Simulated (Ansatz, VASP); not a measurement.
**Ag in VASP and in Ansatz**

Contents of INCAR:

```
SYSTEM = Ag
  ALGO = Normal
  EDIFF = 1E-7
  ENCUT = 520
  GGA = PE
  ISIF = 2
  ISMEAR = 1
  LASPH = .TRUE.
  LCHARG = .FALSE.
  LREAL = .FALSE.
  LWAVE = .FALSE.
  NBANDS = 12
  NELM = 60
  PREC = Accurate
  SIGMA = 1.0
```

File KPOINTS:

```
k-points
0
G
  13 13 13
  0 0 0
```

The input POSCAR:

```
Ag
1.0
    0.0000000000      2.0734381516      2.0734381516
    2.0734381516      0.0000000000      2.0734381516
    2.0734381516      2.0734381516      0.0000000000
Ag
1
Direct
    0.0000000000      0.0000000000      0.0000000000
```

Input for Ansatz:

```yaml
crystal:
  lattice:
    - [0.0, 2.0734381516, 2.0734381516]
    - [2.0734381516, 0.0, 2.0734381516]
    - [2.0734381516, 2.0734381516, 0.0]
  atoms:
    - { symbol: Ag, position: [0.0, 0.0, 0.0] }
hamiltonian:
  xc: pbe
  pseudopotentials:
    kind: paw
    azcp:
      Ag: "pseudopotentials/Ag.paw.azcp"
basis:
  ecutwfc: 420
  fft_grid_basis: typed
kpoints:
  mp_grid: { grid: [13, 13, 13], shift: [0, 0, 0] }
magnetization:
  spin_polarized: false
scf:
  occupations: { method: methfessel_paxton, width: 1.0 }
  lower_state_search: "off"
output:
  stress: true
  write_density: true
  write_potential: true
  elf: true
  volumetric_format: npy
```

Alike in both runs: task single point; functional PBE; k mesh 13 × 13 × 13; occupations methfessel-paxton of order 1, width 1 eV; no spin polarisation.

```csv
,VASP,Ansatz
version,VASP 6.6.1,Ansatz 0.2.0
potentials or method,"VASP PAW PBE potentials, release 64 (Ag), cutoff 520 eV","plane waves (420 eV) with PAW, scalar-relativistic"
valence electrons in the cell,11,19
```

```csv
,VASP,Ansatz,Ansatz less VASP
pressure (GPa),0.0,0.1,+0.11
```

VASP's potentials hold 11 valence electrons a cell and Ansatz's 19, so a difference there can come from the potentials and not from the codes.
